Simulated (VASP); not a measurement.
Zr3NbTe2: single point with PBE

Crystal: Zr3NbTe2.

```
CELL_PARAMETERS angstrom
4.89479 0.00000 0.00000
-2.44739 4.23901 0.00000
0.00000 0.00000 10.83518
ATOMIC_POSITIONS crystal
Zr 0.33333 0.66667 0.50000
Zr 0.66667 0.33333 0.50000
Zr 0.00000 0.00000 0.00000
Nb 0.00000 0.00000 0.50000
Te 0.00000 0.00000 0.75261
Te 0.00000 0.00000 0.24739
```

The cell was generated, and may not be a known phase.

```
Program                : VASP 6.6.1
Task                   : single point
Functional             : PBE
Potentials or basis    : VASP PAW PBE potentials, release 64 (Zr_sv, Nb_sv, Te)
Cutoff                 : 520 eV
k mesh                 : 6 × 6 × 2
Occupations            : gaussian, width 0.1 eV
Spin                   : no spin polarisation
Dipole correction      : no
Further INCAR settings : ALGO = Fast; EDIFF = 1e-06; NBANDS = 40
```

- Pressure: 0.3 GPa
- Largest force: 0.020 eV/Å
- Band gap on the k mesh: zero (an odd number of electrons rules out a gap without spin polarisation)

Forces in eV/Å, atoms in the order of the input:
```
Zr   0.000  0.000  0.000
Zr   0.000  0.000  0.000
Zr   0.000  0.000  0.000
Nb   0.000  0.000  0.000
Te   0.000  0.000 -0.020
Te   0.000  0.000  0.020
```

Levels at points of the mesh, in eV from the Fermi level:
| k point | band 28 | band 29 | band 30 | band 31 | band 32 | band 33 |
| --- | --- | --- | --- | --- | --- | --- |
| (0.00, 0.00, 0.00) | -0.38 | -0.29 | -0.29 | 0.00 | 0.00 | 0.41 |
| (0.50, 0.00, 0.00) | -0.93 | -0.89 | -0.71 | -0.68 | -0.25 | 0.45 |
| (0.00, 0.00, 0.50) | -0.38 | 0.00 | 0.00 | 0.14 | 0.14 | 0.34 |
| (0.50, 0.00, 0.50) | -1.05 | -0.75 | -0.26 | -0.24 | -0.23 | 0.08 |

Wall time 5.9 min on 1 thread of AMD EPYC 9R45 96-Core Processor (Zen 5), with other jobs on the host, peak memory 0.37 GiB.

Caveat: spin-orbit coupling is left out, which moves the levels of the heavy elements.
